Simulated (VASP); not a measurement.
# SrVO3 (Pm-3m) in VASP: notebook, part 2 of 3

VASP 6.6.1. The steps go on from the part before.

**3. Single point, PBE, collinear spin, ferromagnetic start**

The input, INCAR:

```
ALGO = Normal
EDIFF = 1E-6
ENCUT = 520
GGA = PE
ISIF = 2
ISMEAR = -1
ISPIN = 2
LASPH = T
LCHARG = F
LMAXMIX = 4
LORBIT = 11
LREAL = F
LWAVE = F
MAGMOM = 0 1.5 0 0 0
NBANDS = 32
NELM = 150
PREC = Accurate
SIGMA = 0.3
```

The input, KPOINTS:

```
k-points
0
Gamma
  6 6 6
```

The input, POSCAR:

```
SrVO3
1.0
    3.8409000000      0.0000000000      0.0000000000
    0.0000000000      3.8409000000      0.0000000000
    0.0000000000      0.0000000000      3.8409000000
Sr V O
1 1 3
Direct
    0.5000000000      0.5000000000      0.5000000000
    0.0000000000      0.0000000000      0.0000000000
    0.5000000000      0.0000000000      0.0000000000
    0.0000000000      0.5000000000      0.0000000000
    0.0000000000      0.0000000000      0.5000000000
```

Potentials or basis: VASP PAW PBE potentials, release 64 (Sr_sv, V_sv, O).

Started as:

```sh
$ cat potpaw_PBE.64/Sr_sv/POTCAR potpaw_PBE.64/V_sv/POTCAR potpaw_PBE.64/O/POTCAR > POTCAR
$ mpirun -np 1 vasp_std > vasp.out
```

OUTCAR:

```text
EDIFF = 1E-6
   ENCUT = 520
   GGA = PE
   ISIF = 2
   ISMEAR = -1
   ISPIN = 2
   LASPH = T
   LORBIT = 11
   LREAL = F
   NELM = 150
   PREC = Accurate

 ion  position               nearest neighbor table
   1  0.500  0.500  0.500-   3 2.72   4 2.72   5 2.72   3 2.72   4 2.72   3 2.72   5 2.72   3 2.72
                             4 2.72   5 2.72   4 2.72   5 2.72   2 3.33   2 3.33   2 3.33   2 3.33
   2  0.000  0.000  0.000-   3 1.92   4 1.92   5 1.92   5 1.92   4 1.92   3 1.92   1 3.33   1 3.33
                             1 3.33   1 3.33   1 3.33   1 3.33   1 3.33   1 3.33
   3  0.500  0.000  0.000-   2 1.92   2 1.92   1 2.72   1 2.72   1 2.72   1 2.72
   4  0.000  0.500  0.000-   2 1.92   2 1.92   1 2.72   1 2.72   1 2.72   1 2.72
   5  0.000  0.000  0.500-   2 1.92   2 1.92   1 2.72   1 2.72   1 2.72   1 2.72

  LATTYP: Found a simple cubic cell.
 ALAT       =     3.8409000000

  Lattice vectors:

 A1 = (   3.8409000000,   0.0000000000,   0.0000000000)
 A2 = (   0.0000000000,   3.8409000000,   0.0000000000)
 A3 = (   0.0000000000,   0.0000000000,   3.8409000000)

Analysis of symmetry for initial positions (statically):
=====================================================================
 Subroutine PRICEL returns:
 Original cell was already a primitive cell.

 Routine SETGRP: Setting up the symmetry group for a
 simple cubic supercell.

 Subroutine GETGRP returns: Found 48 space group operations
 (whereof 48 operations were pure point group operations)
 out of a pool of 48 trial point group operations.

The static configuration has the point symmetry O_h .

Analysis of symmetry for dynamics (positions and initial velocities):
=====================================================================
 Subroutine PRICEL returns:
 Original cell was already a primitive cell.

 Routine SETGRP: Setting up the symmetry group for a
 simple cubic supercell.

 Subroutine GETGRP returns: Found 48 space group operations
 (whereof 48 operations were pure point group operations)
 out of a pool of 48 trial point group operations.

The dynamic configuration has the point symmetry O_h .

Analysis of structural, dynamic, and magnetic symmetry:
=====================================================================
 Subroutine PRICEL returns:
 Original cell was already a primitive cell.

 Routine SETGRP: Setting up the symmetry group for a
 simple cubic supercell.

 Subroutine GETGRP returns: Found 48 space group operations
 (whereof 48 operations were pure point group operations)
 out of a pool of 48 trial point group operations.

The overall configuration has the point symmetry O_h .

 Subroutine INISYM returns: Found 48 space group operations
 (whereof 48 operations are pure point group operations),
 and found     1 'primitive' translations

----------------------------------------------------------------------------------------

                                     Primitive cell

  volume of cell :      56.6629

  direct lattice vectors                    reciprocal lattice vectors
     3.840900000  0.000000000  0.000000000     0.260355646  0.000000000  0.000000000
     0.000000000  3.840900000  0.000000000     0.000000000  0.260355646  0.000000000
     0.000000000  0.000000000  3.840900000     0.000000000  0.000000000  0.260355646

[... 85 lines left out ...]
   LREAL  =      F    real-space projection
   EDIFFG = 0.1E-04   stopping-criterion for IOM
   NSW    =      0    number of steps for IOM
   IBRION =     -1    ionic relax: 0-MD 1-quasi-New 2-CG
   NFREE  =      0    steps in history (QN), initial steepest desc. (CG)
   ISIF   =      2    stress and relaxation
   ISYM   =      2    0-nonsym 1-usesym 2-fastsym
   POTIM  = 0.5000    time-step for ionic-motion
   TEBEG  =    0.0;   TEEND  =   0.0 temperature during run
   PSTRESS=    0.0 pullay stress
   NELECT =      41.0000    total number of electrons
   NUPDOWN=      -1.0000    fix difference up-down
   EMIN   =  10.00;   EMAX   =-10.00  energy-range for DOS
   EFERMI =   0.00;   METHOD = LEGACY
   ISMEAR =    -1;   SIGMA  =   0.30  broadening in eV -4-tet -1-fermi 0-gaus
   EFERMI_NEDOS =   21; number of points for ismear=-14 and -15
   IALGO  =     38    algorithm
   IMIX   =      4    mixing-type and parameters
     AMIX     =   0.40;   BMIX     =  1.00
     AMIX_MAG =   1.60;   BMIX_MAG =  1.00
  volume/ion in A,a.u.               =      11.33        76.48
  Fermi-wavevector in a.u.,A,eV,Ry     =   1.469726  2.777380 29.389880  2.160095
  Thomas-Fermi vector in A             =   2.585069
   LORBIT       =     11    0 simple, 1 ext, 2 COOP (PROOUT), +10 PAW based schemes
   GGA     = PE    functional components
   LHFCALC =     F    Hartree Fock is set to
   AEXX    =    0.0000 exact exchange contribution
   IVDW    =     0    specifies the selected vdW correction
   LEPSILON=     F    determine dielectric tensor
   LRPA    =     F    only Hartree local field effects (RPA)
 spin polarized calculation
  energy-cutoff  :      520.00
  volume of cell :       56.66
 maximum number of plane-waves:      1568
 NGX is ok and might be reduce to    30
   NGX = 15   NGY = 15   NGZ = 15

 number of electron      41.0000017 magnetization       0.0018125

 Free energy of the ion-electron system (eV)
  ---------------------------------------------------
  ext. energy  EPLUGINS =         0.00000000
  ---------------------------------------------------
  free energy    TOTEN  =       -39.51690295 eV

  energy without entropy =      -39.02097138  energy(sigma->0) =      -39.26893716

 E-fermi :   6.1630     XC(G=0): -11.5735

 val. band max:        6.0592438293   @ k =   0.1667   0.1667   0.0000
 cond. band min:       6.2091730638   @ k =   0.1667   0.1667   0.1667
 fundamental gap:      0.1499292346
 Fermi energy:         6.1630071869

 spin component 1

 k-point     1 :       0.0000    0.0000    0.0000
  band No.  band energies     occupation
      1     -59.5458      1.00000
      2     -33.3832      1.00000
      3     -33.3832      1.00000
      4     -33.3832      1.00000
      5     -28.2519      1.00000
      6     -13.4600      1.00000
[... 689 lines left out ...]
     31      15.1125      0.00000
     32      19.3227      0.00000
 Fermi energy:         6.1630071869

 spin component 2

 k-point     1 :       0.0000    0.0000    0.0000
  band No.  band energies     occupation
      1     -59.5439      1.00000
      2     -33.3813      1.00000
      3     -33.3813      1.00000
      4     -33.3813      1.00000
      5     -28.2519      1.00000
      6     -13.4600      1.00000
[... 689 lines left out ...]
     31      15.1126      0.00000
     32      19.3227      0.00000

------------------------ aborting loop because EDIFF is reached ----------------------------------------

  FORCE on cell =-STRESS in cart. coord.  units (eV):
  Direction    XX          YY          ZZ          XY          YZ          ZX
  --------------------------------------------------------------------------------------
  -------------------------------------------------------------------------------------
  Total        1.5851612      1.5851612      1.5851612     -0.0000000     -0.0000000      0.0000000
  in kB       44.8213578     44.8213578     44.8213578     -0.0000000     -0.0000000      0.0000000
  external PRESSURE =      44.8213578 kB  Pullay stress =       0.0000000 kB

 VOLUME and BASIS-vectors are now :
 -----------------------------------------------------------------------------
  energy-cutoff  :      520.00
  volume of cell :       56.66
      direct lattice vectors                 reciprocal lattice vectors
     3.840900000  0.000000000  0.000000000     0.260355646  0.000000000  0.000000000
     0.000000000  3.840900000  0.000000000     0.000000000  0.260355646  0.000000000
     0.000000000  0.000000000  3.840900000     0.000000000  0.000000000  0.260355646

 POSITION                                       TOTAL-FORCE (eV/Angst)
 -----------------------------------------------------------------------------------
      1.92045      1.92045      1.92045         0.000000      0.000000      0.000000
      0.00000      0.00000      0.00000         0.000000      0.000000      0.000000
      1.92045      0.00000      0.00000         0.000000      0.000000      0.000000
      0.00000      1.92045      0.00000         0.000000      0.000000      0.000000
      0.00000      0.00000      1.92045         0.000000      0.000000      0.000000
 -----------------------------------------------------------------------------------
    total drift:                               -0.000000     -0.000000      0.000000

  FREE ENERGIE OF THE ION-ELECTRON SYSTEM (eV)
  ---------------------------------------------------
  free  energy   TOTEN  =       -39.5169029506 eV

  energy  without entropy=      -39.0209713778  energy(sigma->0) =      -39.26893716

 total charge

# of ion       s       p       d       tot
------------------------------------------
    1        2.000   5.803   0.219   8.022
    2        2.286   6.350   2.952  11.588
    3        1.564   3.485   0.000   5.049
    4        1.564   3.485   0.000   5.049
    5        1.564   3.485   0.000   5.049
--------------------------------------------------
tot          8.979  22.608   3.171  34.758

 magnetization (x)

# of ion       s       p       d       tot
------------------------------------------
    1       -0.000  -0.000   0.000   0.000
    2        0.000   0.000   0.002   0.002
    3       -0.000  -0.000   0.000  -0.000
    4       -0.000  -0.000   0.000  -0.000
    5       -0.000  -0.000   0.000  -0.000
--------------------------------------------------
tot          0.000  -0.000   0.002   0.001
```

OSZICAR:

```text
N       E                     dE             d eps       ncg     rms          rms(c)
DAV:   1     0.373243664483E+03    0.37324E+03   -0.21360E+04  2560   0.132E+03
DAV:   2    -0.268510132987E+02   -0.40009E+03   -0.38331E+03  2992   0.386E+02
DAV:   3    -0.492442159176E+02   -0.22393E+02   -0.22181E+02  3440   0.954E+01
DAV:   4    -0.497892043382E+02   -0.54499E+00   -0.54381E+00  3536   0.108E+01
DAV:   5    -0.498003048544E+02   -0.11101E-01   -0.11100E-01  3248   0.108E+00    0.391E+01
DAV:   6    -0.413175734191E+02    0.84827E+01   -0.46805E+01  2800   0.573E+01    0.190E+01
DAV:   7    -0.404733506212E+02    0.84422E+00   -0.22954E+01  2688   0.421E+01    0.184E+01
DAV:   8    -0.395640011455E+02    0.90935E+00   -0.18831E+00  2864   0.119E+01    0.664E+00
DAV:   9    -0.395635934301E+02    0.40772E-03   -0.59353E-01  2992   0.602E+00    0.263E+00
DAV:  10    -0.395158413224E+02    0.47752E-01   -0.17533E-01  2792   0.376E+00    0.682E-01
DAV:  11    -0.395168263384E+02   -0.98502E-03   -0.70761E-03  3016   0.514E-01    0.311E-01
DAV:  12    -0.395169791145E+02   -0.15278E-03   -0.26600E-03  2976   0.307E-01    0.179E-01
DAV:  13    -0.395169873554E+02   -0.82409E-05   -0.13693E-03  2992   0.297E-01    0.125E-01
DAV:  14    -0.395168980866E+02    0.89269E-04   -0.19923E-04  2848   0.125E-01    0.481E-02
DAV:  15    -0.395168927556E+02    0.53310E-05   -0.90156E-05  3104   0.745E-02    0.200E-02
DAV:  16    -0.395169011475E+02   -0.83918E-05   -0.10922E-05  3032   0.204E-02    0.213E-02
DAV:  17    -0.395169035315E+02   -0.23841E-05   -0.20544E-05  2944   0.289E-02    0.119E-02
DAV:  18    -0.395169029506E+02    0.58092E-06   -0.22347E-06  2296   0.112E-02
   1 F= -.39516903E+02 E0= -.39268937E+02  d E =-.495932E+00  mag=     0.0016
```

Run time: 2.3 min. Hardware: 1 thread of AMD EPYC 7R13, shared host; peak memory 0.2 GiB.

What came out:

```yaml
Free_energy: -39.5169 eV
Pressure: 4.5 GPa
Net_moment: 0.00 μB per cell
Valence_electrons_inside_the_program's_atomic_spheres: Sr 8.02; V 11.59; O 5.05
```

Caveat: the cell stands under pressure; so wide a smearing shifts energies and pressures; semilocal functionals often make such compounds metallic where correlation or magnetic order opens a gap, which also shifts bond lengths. With open d or f shells a metallic result of PBE can be an artefact of self-interaction; +U or a hybrid may open a gap.

**4. Single point, PBE, collinear spin, ferromagnetic start**

The input, INCAR:

```
SYSTEM = SrVO3
PREC = Accurate
ENCUT = 520
EDIFF = 1E-6
ISMEAR = -1
SIGMA = 0.2
LREAL = .FALSE.
LASPH = .TRUE.
NELM = 150
ALGO = Normal
ISIF = 2
LWAVE = .FALSE.
LCHARG = .FALSE.
ISPIN = 2
MAGMOM = 0 1.5 0 0 0
LORBIT = 11
LMAXMIX = 4
GGA = PE
NBANDS = 32
```

The input, KPOINTS:

```
Automatic mesh
0
G
  6 6 6
  0 0 0
```

POSCAR is that of step 3.

Started as:

```sh
$ cat potpaw_PBE.64/Sr_sv/POTCAR potpaw_PBE.64/V_sv/POTCAR potpaw_PBE.64/O/POTCAR > POTCAR
$ mpirun -np 1 vasp_std > vasp.out
```

Run time: 2.4 min. Hardware: 1 thread of AMD EPYC 7R13, shared host; peak memory 0.2 GiB.

The run converged. Its results:

```
Free energy                                           : -39.3765 eV
Pressure                                              : 3.9 GPa
Net moment                                            : 0.00 μB per cell
Valence electrons inside the program's atomic spheres : Sr 8.02; V 11.59; O 5.05
```

Levels at points of the mesh, in eV from the Fermi level:
Spin up:
```csv
k point,band 17,band 18,band 19,band 20,band 21,band 22,band 23,band 24
"(0.00, 0.00, 0.00)",-3.18,-2.34,-2.34,-2.34,-0.88,-0.88,-0.88,1.36
"(0.50, 0.00, 0.00)",-4.49,-4.04,-2.78,-2.78,-0.76,1.05,1.05,1.38
"(0.50, 0.50, 0.00)",-4.04,-3.55,-3.55,-2.05,1.02,1.02,1.39,2.39
"(0.50, 0.50, 0.50)",-5.84,-1.95,-1.95,-1.95,1.61,1.61,1.61,5.30
```
Spin down:
| k point | band 18 | band 19 | band 20 | band 21 | band 22 | band 23 |
| --- | --- | --- | --- | --- | --- | --- |
| (0.00, 0.00, 0.00) | -2.34 | -2.34 | -2.34 | -0.88 | -0.88 | -0.88 |
| (0.50, 0.00, 0.00) | -4.04 | -2.78 | -2.78 | -0.75 | 1.05 | 1.05 |
| (0.50, 0.50, 0.00) | -3.55 | -3.55 | -2.05 | 1.03 | 1.03 | 1.39 |
| (0.50, 0.50, 0.50) | -1.95 | -1.95 | -1.95 | 1.62 | 1.62 | 1.62 |

Caveat: the cell stands under pressure; semilocal functionals often make such compounds metallic where correlation or magnetic order opens a gap, which also shifts bond lengths.

(Continued in part 3 of 3.)
